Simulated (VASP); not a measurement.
# Li (P6_3/mmc) in VASP: further runs

The runs below take Li through single point, with PBEsol.

All numbers are computed with VASP 6.6.1; they aren't measurements. Logs are shortened: lines on timing, memory, paths and dates and some standing lists are left out, and cuts for length are marked.

**1. The cell of the first run**

The structure is hexagonal, space group P6_3/mmc (No. 194). The conventional cell has a = 2.930 Å, b = 2.930 Å, c = 9.864 Å, α = 90.00°, β = 90.00°, γ = 120.00°. Within 3.9 Å of Li (site symmetry -3m) lie 12 Li at 2.93 to 2.99 Å. Within 3.9 Å of Li (site symmetry -6m2) lie 12 Li at 2.93 to 2.99 Å.

**2. Single point, PBEsol**

Input file INCAR:

```
SYSTEM = Li
  PREC = Accurate
  ENCUT = 520
  EDIFF = 1E-6
  ISMEAR = -1
  SIGMA = 0.15
  LREAL = .False.
  LASPH = .True.
  NELM = 80
  ALGO = Normal
  ISIF = 2
  LWAVE = .False.
  LCHARG = .False.
  GGA = PS
  NBANDS = 14
```

Input file KPOINTS:

```
regular mesh
0
Gamma
  9 9 3
  0 0 0
```

Input file POSCAR:

```
Li
1.0
    2.9296674718      0.0000000000      0.0000000000
   -1.4648337359      2.5371661068      0.0000000000
    0.0000000000      0.0000000000      9.8636403749
Li
4
Direct
    0.0000000000      0.0000000000      0.0000000000
    0.3333333333      0.6666666667      0.2500000000
    0.0000000000      0.0000000000      0.5000000000
    0.6666666667      0.3333333333      0.7500000000
```

Potentials or basis: VASP PAW PBE potentials, release 64 (Li_sv).

Started as:

```bash
$ cat potpaw_PBE.64/Li_sv/POTCAR > POTCAR
$ mpirun -np 1 vasp_std > vasp.out
```

OUTCAR:

```text
SYSTEM = Li
   PREC = Accurate
   ENCUT = 520
   EDIFF = 1E-6
   ISMEAR = -1
   LREAL = .False.
   LASPH = .True.
   NELM = 80
   ISIF = 2
   GGA = PS

 ion  position               nearest neighbor table
   1  0.000  0.000  0.000-
   2  0.333  0.667  0.250-
   3  0.000  0.000  0.500-
   4  0.667  0.333  0.750-

  LATTYP: Found a hexagonal cell.
 ALAT       =     2.9296674718
 C/A-ratio  =     3.3668122645

  Lattice vectors:

 A1 = (   2.9296674718,   0.0000000000,   0.0000000000)
 A2 = (  -1.4648337359,   2.5371661068,   0.0000000000)
 A3 = (   0.0000000000,   0.0000000000,   9.8636403749)

Analysis of symmetry for initial positions (statically):
=====================================================================
 Subroutine PRICEL returns:
 Original cell was already a primitive cell.

 Routine SETGRP: Setting up the symmetry group for a
 hexagonal supercell.

 Subroutine GETGRP returns: Found 24 space group operations
 (whereof 12 operations were pure point group operations)
 out of a pool of 24 trial point group operations.

The static configuration has the point symmetry D_3d.
 The point group associated with its full space group is D_6h.

Analysis of symmetry for dynamics (positions and initial velocities):
=====================================================================
 Subroutine PRICEL returns:
 Original cell was already a primitive cell.

 Routine SETGRP: Setting up the symmetry group for a
 hexagonal supercell.

 Subroutine GETGRP returns: Found 24 space group operations
 (whereof 12 operations were pure point group operations)
 out of a pool of 24 trial point group operations.

The dynamic configuration has the point symmetry D_3d.
 The point group associated with its full space group is D_6h.

 Subroutine INISYM returns: Found 24 space group operations
 (whereof 12 operations are pure point group operations),
 and found     1 'primitive' translations

----------------------------------------------------------------------------------------

                                     Primitive cell

  volume of cell :      73.3170

  direct lattice vectors                    reciprocal lattice vectors
     2.929667472  0.000000000  0.000000000     0.341335667  0.197070266  0.000000000
    -1.464833736  2.537166107  0.000000000     0.000000000  0.394140532  0.000000000
     0.000000000  0.000000000  9.863640375     0.000000000  0.000000000  0.101382447

  length of vectors
[... 97 lines left out ...]
   NUPDOWN=      -1.0000    fix difference up-down
   EMIN   =  10.00;   EMAX   =-10.00  energy-range for DOS
   EFERMI =   0.00;   METHOD = LEGACY
   ISMEAR =    -1;   SIGMA  =   0.15  broadening in eV -4-tet -1-fermi 0-gaus
   EFERMI_NEDOS =   21; number of points for ismear=-14 and -15
   IALGO  =     38    algorithm
   IMIX   =      4    mixing-type and parameters
     AMIX     =   0.40;   BMIX     =  1.00
     AMIX_MAG =   1.60;   BMIX_MAG =  1.00
  volume/ion in A,a.u.               =      18.33       123.69
  Fermi-wavevector in a.u.,A,eV,Ry     =   0.895503  1.692255 10.910863  0.801926
  Thomas-Fermi vector in A             =   2.017843
   LORBIT       =      0    0 simple, 1 ext, 2 COOP (PROOUT), +10 PAW based schemes
   GGA     = PS    functional components
   LHFCALC =     F    Hartree Fock is set to
   AEXX    =    0.0000 exact exchange contribution
   IVDW    =     0    specifies the selected vdW correction
   LEPSILON=     F    determine dielectric tensor
   LRPA    =     F    only Hartree local field effects (RPA)
 non-spin polarized calculation
  energy-cutoff  :      520.00
  volume of cell :       73.32
 maximum number of plane-waves:      2029
 NGX is ok and might be reduce to    24
   NGX = 11   NGY = 11   NGZ = 37

 number of electron      12.0000007 magnetization

 Free energy of the ion-electron system (eV)
  ---------------------------------------------------
  ext. energy  EPLUGINS =         0.00000000
  ---------------------------------------------------
  free energy    TOTEN  =        -7.90059926 eV

  energy without entropy =       -7.76441965  energy(sigma->0) =       -7.83250946

 E-fermi :   0.9287     XC(G=0):  -7.2680

 val. band max:        0.8663595289   @ k =   0.1111   0.1111   0.3333
 cond. band min:       0.9648462331   @ k =   0.1111   0.0000   0.0000
 fundamental gap:      0.0984867043
 Fermi energy:         0.9286950473

 k-point     1 :       0.0000    0.0000    0.0000
  band No.  band energies     occupation
      1     -44.8311      2.00000
      2     -44.8193      2.00000
      3     -44.8170      2.00000
      4     -44.8053      2.00000
      5      -2.7618      2.00000
      6      -1.6615      2.00000
      7      -1.6612      2.00000
      8       0.6815      1.67720
      9       3.9519      0.00000
     10       8.9903      0.00000
     11       8.9933      0.00000
     12      14.7419      0.00000
     13      14.7419      0.00000
     14      15.3315      0.00000
[... 377 lines left out ...]
      1     -44.7955      2.00000
      2     -44.7954      2.00000
      3     -44.7934      2.00000
      4     -44.7934      2.00000
      5       2.6404      0.00002
      6       2.6404      0.00002
      7       3.3186      0.00000
      8       3.3834      0.00000
      9       3.6004      0.00000
     10       3.6004      0.00000
     11       5.2435      0.00000
     12       5.2435      0.00000
     13       7.7788      0.00000
     14       7.8378      0.00000

------------------------ aborting loop because EDIFF is reached ----------------------------------------

  FORCE on cell =-STRESS in cart. coord.  units (eV):
  Direction    XX          YY          ZZ          XY          YZ          ZX
  --------------------------------------------------------------------------------------
  -------------------------------------------------------------------------------------
  Total        0.7367805      0.7367803      0.5807973      0.0000000      0.0000000     -0.0000000
  in kB       16.1006801     16.1006757     12.6920188      0.0000000      0.0000000     -0.0000000
  external PRESSURE =      14.9644582 kB  Pullay stress =       0.0000000 kB

 VOLUME and BASIS-vectors are now :
 -----------------------------------------------------------------------------
  energy-cutoff  :      520.00
  volume of cell :       73.32
      direct lattice vectors                 reciprocal lattice vectors
     2.929667472  0.000000000  0.000000000     0.341335667  0.197070266  0.000000000
    -1.464833736  2.537166107  0.000000000     0.000000000  0.394140532  0.000000000
     0.000000000  0.000000000  9.863640375     0.000000000  0.000000000  0.101382447

 POSITION                                       TOTAL-FORCE (eV/Angst)
 -----------------------------------------------------------------------------------
      0.00000      0.00000      0.00000         0.000000      0.000000      0.000000
     -0.00000      1.69144      2.46591        -0.000000      0.000000      0.000000
      0.00000      0.00000      4.93182         0.000000      0.000000      0.000000
      1.46483      0.84572      7.39773         0.000000     -0.000000     -0.000000
 -----------------------------------------------------------------------------------
    total drift:                               -0.000000      0.000000     -0.000000

  FREE ENERGIE OF THE ION-ELECTRON SYSTEM (eV)
  ---------------------------------------------------
  free  energy   TOTEN  =        -7.9005992631 eV

  energy  without entropy=       -7.7644196534  energy(sigma->0) =       -7.83250946
```

Wall time 16 s (1 thread of AMD EPYC 9R14 (Zen 4), shared host); peak memory 0.15 GiB.

What came out:

```
Free energy            : -7.9006 eV
Band gap on the k mesh : zero (band 6 reaches 2.66 eV, above the bottom of band 7 at -1.66 eV)
```

Caveat: the cutoff is under 1.25 times the usual one of these potentials, so pressure, stress and relaxed cells hold a basis-set (Pulay) error; the PAW data sets were made with another functional, which shifts forces and pressure a little.

**3. Single point, PBEsol**

This run uses another cell than the first one, of 18.84 Å³/atom, 1.028 times its volume.

Input file INCAR:

```
SYSTEM = Li
PREC     = Accurate       ! precision mode
ENCUT    = 520            ! plane-wave cutoff, eV
EDIFF    = 1E-6           ! SCF threshold, eV
ISMEAR   = -1             ! smearing method
SIGMA    = 0.15           ! smearing width, eV
LREAL    = .False.        ! projectors in reciprocal space
LASPH    = .True.         ! aspherical terms in the spheres
NELM     = 100            ! most SCF steps
ALGO     = Normal         ! electronic algorithm
ISIF     = 2              ! what is computed and relaxed
LWAVE    = .False.        ! write WAVECAR
LCHARG   = .False.        ! write CHGCAR
GGA      = PS             ! functional
NBANDS   = 14             ! bands
```

KPOINTS is that of step 2.

Input file POSCAR:

```
Li
1.0
    2.9565466565      0.0000000000      0.0000000000
   -1.4782733282      2.5604441603      0.0000000000
    0.0000000000      0.0000000000      9.9541375435
Li
4
Direct
    0.0000000000      0.0000000000      0.0000000000
    0.3333333333      0.6666666667      0.2500000000
    0.0000000000      0.0000000000      0.5000000000
    0.6666666667      0.3333333333      0.7500000000
```

Potentials or basis: VASP PAW PBE potentials, release 64 (Li_sv).

Started as:

```bash
$ cat potpaw_PBE.64/Li_sv/POTCAR > POTCAR
$ mpirun -np 1 vasp_std > vasp.out
```

OUTCAR:

```text
SYSTEM = Li
   PREC = Accurate
   ENCUT = 520
   EDIFF = 1E-6
   ISMEAR = -1
   LREAL = .False.
   LASPH = .True.
   NELM = 100
   ISIF = 2
   GGA = PS

 ion  position               nearest neighbor table
   1  0.000  0.000  0.000-
   2  0.333  0.667  0.250-
   3  0.000  0.000  0.500-
   4  0.667  0.333  0.750-

  LATTYP: Found a hexagonal cell.
 ALAT       =     2.9565466565
 C/A-ratio  =     3.3668122644

  Lattice vectors:

 A1 = (   2.9565466565,   0.0000000000,   0.0000000000)
 A2 = (  -1.4782733282,   2.5604441603,   0.0000000000)
 A3 = (   0.0000000000,   0.0000000000,   9.9541375435)

Analysis of symmetry for initial positions (statically):
=====================================================================
 Subroutine PRICEL returns:
 Original cell was already a primitive cell.

 Routine SETGRP: Setting up the symmetry group for a
 hexagonal supercell.

 Subroutine GETGRP returns: Found 24 space group operations
 (whereof 12 operations were pure point group operations)
[... 182 lines left out ...]
      5      -2.8106      2.00000
      6      -1.7188      2.00000
      7      -1.7187      2.00000
      8       0.6164      1.64458
      9       3.7745      0.00000
     10       8.7531      0.00000
     11       8.7562      0.00000
     12      14.4020      0.00000
     13      14.4020      0.00000
     14      14.9813      0.00000
[... 377 lines left out ...]
      1     -44.9249      2.00000
      2     -44.9248      2.00000
      3     -44.9230      2.00000
      4     -44.9230      2.00000
      5       2.5387      0.00003
      6       2.5387      0.00003
      7       3.1994      0.00000
      8       3.2572      0.00000
      9       3.4750      0.00000
     10       3.4750      0.00000
     11       5.0889      0.00000
     12       5.0889      0.00000
     13       7.5663      0.00000
     14       7.5985      0.00000

------------------------ aborting loop because EDIFF is reached ----------------------------------------

  FORCE on cell =-STRESS in cart. coord.  units (eV):
  Direction    XX          YY          ZZ          XY          YZ          ZX
  --------------------------------------------------------------------------------------
  -------------------------------------------------------------------------------------
  Total        0.5306873      0.5306872      0.3688721      0.0000000      0.0000000      0.0000000
  in kB       11.2835462     11.2835431      7.8430096      0.0000000      0.0000000      0.0000000
  external PRESSURE =      10.1366997 kB  Pullay stress =       0.0000000 kB

 VOLUME and BASIS-vectors are now :
 -----------------------------------------------------------------------------
  energy-cutoff  :      520.00
  volume of cell :       75.35
      direct lattice vectors                 reciprocal lattice vectors
     2.956546657  0.000000000  0.000000000     0.338232444  0.195278619  0.000000000
    -1.478273328  2.560444160  0.000000000     0.000000000  0.390557238  0.000000000
     0.000000000  0.000000000  9.954137543     0.000000000  0.000000000  0.100460738

 POSITION                                       TOTAL-FORCE (eV/Angst)
 -----------------------------------------------------------------------------------
      0.00000      0.00000      0.00000         0.000000      0.000000      0.000000
     -0.00000      1.70696      2.48853        -0.000000     -0.000000      0.000000
      0.00000      0.00000      4.97707         0.000000      0.000000      0.000000
      1.47827      0.85348      7.46560         0.000000      0.000000     -0.000000
 -----------------------------------------------------------------------------------
    total drift:                               -0.000000      0.000000     -0.000000

  FREE ENERGIE OF THE ION-ELECTRON SYSTEM (eV)
  ---------------------------------------------------
  free  energy   TOTEN  =        -7.9186438084 eV

  energy  without entropy=       -7.7814286247  energy(sigma->0) =       -7.85003622
```

stdout:

```text
POSCAR found type information on POSCAR Li
 POSCAR found :  1 types and       4 ions
 scaLAPACK will be used
 -----------------------------------------------------------------------------
|                                                                             |
|                                                                             |
|     You enforced a specific xc type in the INCAR file but a different       |
|     I HOPE YOU KNOW WHAT YOU ARE DOING!                                     |
|                                                                             |
 -----------------------------------------------------------------------------

 LDA part: xc-table for (Slater+PW92), standard interpolation
 POSCAR, INCAR and KPOINTS ok, starting setup
 FFT: planning ... GRIDC
 FFT: planning ... GRID_SOFT
 FFT: planning ... GRID
 WAVECAR not read
 entering main loop
```

Run time: 16 s. Hardware: 1 thread of AMD EPYC 9R14 (Zen 4), shared host; peak memory 0.15 GiB.

What came out:

```
Free energy            : -7.9186 eV
Band gap on the k mesh : zero (band 6 reaches 2.56 eV, above the bottom of band 7 at -1.72 eV)
```

Levels at points of the mesh, in eV from the Fermi level:
```tsv
k point	band 3	band 4	band 5	band 6	band 7	band 8	band 9	band 10
(0.00, 0.00, 0.00)	-45.79	-45.78	-3.66	-2.57	-2.56	-0.23	2.93	7.91
```

Caveat: the cutoff is under 1.25 times the usual one of these potentials, so pressure, stress and relaxed cells hold a basis-set (Pulay) error; the PAW data sets were made with another functional, which shifts forces and pressure a little.
